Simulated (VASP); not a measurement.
# SnO2 (Fm-3m) in VASP: settings compared, part 2 of 2

VASP 6.6.1. Earlier steps stand in the parts before.

### 4 Single point, PBEsol

This run uses another cell than the first one, of 10.95 Å³/atom, 1.010 times its volume.

File INCAR:

```
PREC     = Accurate       # precision mode
ENCUT    = 520            # plane-wave cutoff, eV
EDIFF    = 1E-7           # SCF threshold, eV
ISMEAR   = -1             # smearing method
SIGMA    = 0.02           # smearing width, eV
LREAL    = F              # projectors in reciprocal space
LASPH    = T              # aspherical terms in the spheres
NELM     = 60             # most SCF steps
ALGO     = Normal         # electronic algorithm
ISIF     = 2              # what is computed and relaxed
LWAVE    = F              # write WAVECAR
LCHARG   = F              # write CHGCAR
GGA      = PS             # functional
NBANDS   = 20             # bands
```

File KPOINTS:

```
regular mesh
0
Gamma
  8 8 8
```

File POSCAR:

```
SnO2
1.0
    0.0000000000      2.5421660121      2.5421660121
    2.5421660121      0.0000000000      2.5421660121
    2.5421660121      2.5421660121      0.0000000000
Sn O
1 2
Direct
    0.0000000000      0.0000000000      0.0000000000
    0.7500000000      0.7500000000      0.7500000000
    0.2500000000      0.2500000000      0.2500000000
```

Potentials or basis: VASP PAW PBE potentials, release 64 (Sn_d, O).

Run with:

```console
$ cat potpaw_PBE.64/Sn_d/POTCAR potpaw_PBE.64/O/POTCAR > POTCAR
$ mpirun -np 1 vasp_std > vasp.out
```

OUTCAR:

```text
PREC = Accurate
   ENCUT = 520
   EDIFF = 1E-7
   ISMEAR = -1
   LREAL = F
   LASPH = T
   NELM = 60
   ISIF = 2
   GGA = PS

 ion  position               nearest neighbor table
   1  0.000  0.000  0.000-   2 2.20   2 2.20   2 2.20   2 2.20   3 2.20   3 2.20   3 2.20   3 2.20

   2  0.750  0.750  0.750-   1 2.20   1 2.20   1 2.20   1 2.20
   3  0.250  0.250  0.250-   1 2.20   1 2.20   1 2.20   1 2.20

  LATTYP: Found a face centered cubic cell.
 ALAT       =     5.0843320242

  Lattice vectors:

 A1 = (   0.0000000000,   2.5421660121,   2.5421660121)
 A2 = (   2.5421660121,   0.0000000000,   2.5421660121)
 A3 = (   2.5421660121,   2.5421660121,   0.0000000000)

Analysis of symmetry for initial positions (statically):
=====================================================================
 Subroutine PRICEL returns:
 Original cell was already a primitive cell.

 Routine SETGRP: Setting up the symmetry group for a
 face centered cubic supercell.

 Subroutine GETGRP returns: Found 48 space group operations
 (whereof 48 operations were pure point group operations)
 out of a pool of 48 trial point group operations.

The static configuration has the point symmetry O_h .

Analysis of symmetry for dynamics (positions and initial velocities):
=====================================================================
 Subroutine PRICEL returns:
 Original cell was already a primitive cell.

 Routine SETGRP: Setting up the symmetry group for a
 face centered cubic supercell.

 Subroutine GETGRP returns: Found 48 space group operations
 (whereof 48 operations were pure point group operations)
 out of a pool of 48 trial point group operations.

The dynamic configuration has the point symmetry O_h .

 Subroutine INISYM returns: Found 48 space group operations
 (whereof 48 operations are pure point group operations),
 and found     1 'primitive' translations

----------------------------------------------------------------------------------------

                                     Primitive cell

  volume of cell :      32.8580

  direct lattice vectors                    reciprocal lattice vectors
     0.000000000  2.542166012  2.542166012    -0.196682670  0.196682670  0.196682670
     2.542166012  0.000000000  2.542166012     0.196682670 -0.196682670  0.196682670
     2.542166012  2.542166012  0.000000000     0.196682670  0.196682670 -0.196682670

  length of vectors
     3.595165652  3.595165652  3.595165652     0.340664378  0.340664378  0.340664378

  position of ions in fractional coordinates (direct lattice)
     0.000000000  0.000000000  0.000000000
     0.750000000  0.750000000  0.750000000
     0.250000000  0.250000000  0.250000000

  ion indices of the primitive-cell ions
   primitive index   ion index
                 1           1
                 2           2
                 3           3

----------------------------------------------------------------------------------------

 KPOINTS: regular mesh

Automatic generation of k-mesh.
 Grid dimensions read from file:
 generate k-points for:    8    8    8

 Generating k-lattice:

  Cartesian coordinates                     Fractional coordinates (reciprocal lattice)
    -0.024585334  0.024585334  0.024585334     0.125000000  0.000000000  0.000000000
     0.024585334 -0.024585334  0.024585334     0.000000000  0.125000000  0.000000000
     0.024585334  0.024585334 -0.024585334     0.000000000  0.000000000  0.125000000

  Length of vectors
     0.042583047  0.042583047  0.042583047

  Shift w.r.t. Gamma in fractional coordinates (k-lattice)
     0.000000000  0.000000000  0.000000000

 Subroutine IBZKPT returns following result:
 ===========================================

 Found     29 irreducible k-points:

 Following reciprocal coordinates:
            Coordinates               Weight
  0.000000  0.000000  0.000000      1.000000
  0.125000  0.000000  0.000000      8.000000
  0.250000  0.000000  0.000000      8.000000
  0.375000  0.000000  0.000000      8.000000
  0.500000  0.000000  0.000000      4.000000
  0.125000  0.125000  0.000000      6.000000
[... 16 lines left out ...]
  0.500000  0.250000  0.125000     48.000000
 -0.375000  0.250000  0.125000     24.000000
 [... further k-points ...]
   k-points           NKPTS =     29   k-points in BZ     NKDIM =     29   number of bands    NBANDS=     20
   number of dos      NEDOS =    301   number of ions     NIONS =      3
   total plane-waves  NPLWV =  21952
   dimension x,y,z NGX =    28 NGY =   28 NGZ =   28
   dimension x,y,z NGXF=    56 NGYF=   56 NGZF=   56
   ions per type =               1   2
   NGX,Y,Z   is equivalent  to a cutoff of  12.95, 12.95, 12.95 a.u.
   NGXF,Y,Z  is equivalent  to a cutoff of  25.90, 25.90, 25.90 a.u.
 SYSTEM =  unknown system
   PREC   = accura    normal or accurate (medium, high low for compatibility)
   ISTART =      0    job   : 0-new  1-cont  2-samecut
   ICHARG =      2    charge: 1-file 2-atom 10-const
   ISPIN  =      1    spin polarized calculation?
   LNONCOLLINEAR =      F non collinear calculations
   LSORBIT =      F    spin-orbit coupling
   LASPH  =      T    aspherical Exc in radial PAW
   ENCUT  =  520.0 eV  38.22 Ry    6.18 a.u.   6.68  6.68  6.68*2*pi/ulx,y,z
   NELM   =     60;   NELMIN=  2; NELMDL= -5     # of ELM steps
   EDIFF  = 0.1E-06   stopping-criterion for ELM
   LREAL  =      F    real-space projection
   EDIFFG = 0.1E-05   stopping-criterion for IOM
   NSW    =      0    number of steps for IOM
   IBRION =     -1    ionic relax: 0-MD 1-quasi-New 2-CG
   NFREE  =      0    steps in history (QN), initial steepest desc. (CG)
   ISIF   =      2    stress and relaxation
   ISYM   =      2    0-nonsym 1-usesym 2-fastsym
   POTIM  = 0.5000    time-step for ionic-motion
   TEBEG  =    0.0;   TEEND  =   0.0 temperature during run
   PSTRESS=    0.0 pullay stress
   NELECT =      26.0000    total number of electrons
   NUPDOWN=      -1.0000    fix difference up-down
   EMIN   =  10.00;   EMAX   =-10.00  energy-range for DOS
   EFERMI =   0.00;   METHOD = LEGACY
   ISMEAR =    -1;   SIGMA  =   0.02  broadening in eV -4-tet -1-fermi 0-gaus
   EFERMI_NEDOS =   21; number of points for ismear=-14 and -15
   IALGO  =     38    algorithm
   IMIX   =      4    mixing-type and parameters
     AMIX     =   0.40;   BMIX     =  1.00
     AMIX_MAG =   1.60;   BMIX_MAG =  1.00
  volume/ion in A,a.u.               =      10.95        73.91
  Fermi-wavevector in a.u.,A,eV,Ry     =   1.514207  2.861437 31.195766  2.292824
  Thomas-Fermi vector in A             =   2.623896
   LORBIT       =      0    0 simple, 1 ext, 2 COOP (PROOUT), +10 PAW based schemes
   GGA     = PS    functional components
   LHFCALC =     F    Hartree Fock is set to
   AEXX    =    0.0000 exact exchange contribution
   IVDW    =     0    specifies the selected vdW correction
   LEPSILON=     F    determine dielectric tensor
   LRPA    =     F    only Hartree local field effects (RPA)
 non-spin polarized calculation
  energy-cutoff  :      520.00
  volume of cell :       32.86
 maximum number of plane-waves:       905
   NGX = 13   NGY = 13   NGZ = 13

 number of electron      25.9999984 magnetization

 Free energy of the ion-electron system (eV)
  ---------------------------------------------------
  ext. energy  EPLUGINS =         0.00000000
  ---------------------------------------------------
  free energy    TOTEN  =       -19.17490636 eV

  energy without entropy =      -19.17478618  energy(sigma->0) =      -19.17484627

 E-fermi :   7.8227     XC(G=0): -12.1443

 val. band max:        7.7514740489   @ k =  -0.2500   0.5000   0.2500
 cond. band min:       7.8496924367   @ k =   0.0000   0.0000   0.0000
 fundamental gap:      0.0982183878
 Fermi energy:         7.8227031536

 k-point     1 :       0.0000    0.0000    0.0000
  band No.  band energies     occupation
      1     -12.7003      2.00000
      2     -12.7003      2.00000
      3     -12.7003      2.00000
      4     -12.5421      2.00000
      5     -12.5421      2.00000
      6     -11.8662      2.00000
[... 12 lines left out ...]
     19      22.8378      0.00000
     20      22.8378      0.00000
[... 507 lines left out ...]
 k-point    24 :      -0.3750    0.2500    0.1250
  band No.  band energies     occupation
      1     -13.0887      2.00000
      2     -12.8220      2.00000
      3     -12.5977      2.00000
      4     -12.5630      2.00000
      5     -12.5150      2.00000
      6      -9.3000      2.00000
[... 12 lines left out ...]
     19      23.4112      0.00000
     20      27.0370      0.00000

 [... further k-points ...]

------------------------ aborting loop because EDIFF is reached ----------------------------------------

  FORCE on cell =-STRESS in cart. coord.  units (eV):
  Direction    XX          YY          ZZ          XY          YZ          ZX
  --------------------------------------------------------------------------------------
  -------------------------------------------------------------------------------------
  Total        0.1322683      0.1322683      0.1322683      0.0000000      0.0000000      0.0000000
  in kB        6.4494802      6.4494802      6.4494802      0.0000000      0.0000000      0.0000000
  external PRESSURE =       6.4494802 kB  Pullay stress =       0.0000000 kB

 VOLUME and BASIS-vectors are now :
 -----------------------------------------------------------------------------
  energy-cutoff  :      520.00
  volume of cell :       32.86
      direct lattice vectors                 reciprocal lattice vectors
     0.000000000  2.542166012  2.542166012    -0.196682670  0.196682670  0.196682670
     2.542166012  0.000000000  2.542166012     0.196682670 -0.196682670  0.196682670
     2.542166012  2.542166012  0.000000000     0.196682670  0.196682670 -0.196682670

 POSITION                                       TOTAL-FORCE (eV/Angst)
 -----------------------------------------------------------------------------------
      0.00000      0.00000      0.00000         0.000000      0.000000      0.000000
      3.81325      3.81325      3.81325         0.000000      0.000000      0.000000
      1.27108      1.27108      1.27108        -0.000000     -0.000000     -0.000000
 -----------------------------------------------------------------------------------
    total drift:                               -0.000000     -0.000000      0.000000

  FREE ENERGIE OF THE ION-ELECTRON SYSTEM (eV)
  ---------------------------------------------------
  free  energy   TOTEN  =       -19.1749063557 eV

  energy  without entropy=      -19.1747861808  energy(sigma->0) =      -19.17484627
```

It took 14 s on 1 thread of Intel Xeon Platinum 8488C (Sapphire Rapids), shared host; peak memory 0.16 GiB.

Results:

```
Free energy            : -19.1749 eV
Pressure               : 0.6 GPa
Band gap on the k mesh : 0.10 eV, indirect (least direct gap 1.50 eV)
```

Caveat: the PAW data sets were made with another functional, which shifts forces and pressure a little; spin-orbit coupling is left out, which moves the levels of the heavy elements. A k mesh can miss the band edges.

### 5 Overview

```tsv
level	cell	k mesh	smearing	gap on the mesh (eV)	pressure (GPa)
PBE	a = 3.583 Å, angles 60.0°, 3 atoms	6 × 6 × 6	gaussian 0.01 eV	0.30	10.0
PBE	a = 3.583 Å, angles 60.0°, 3 atoms	8 × 8 × 8	fermi-dirac 0.02 eV	0.28	10.0
PBEsol	a = 3.595 Å, angles 60.0°, 3 atoms	8 × 8 × 8	fermi-dirac 0.02 eV	0.10	0.6
```

Alike in all rows: task single point; potentials or basis VASP PAW PBE potentials, release 64 (Sn_d, O); no spin polarisation; cutoff (eV) 520.

Caveats: spin-orbit coupling is left out, which moves the levels of the heavy elements; the PAW data sets were made with another functional, which shifts forces and pressure a little (some runs).

Total energies depend on the potentials used, so only differences within one code and one set of settings carry meaning.
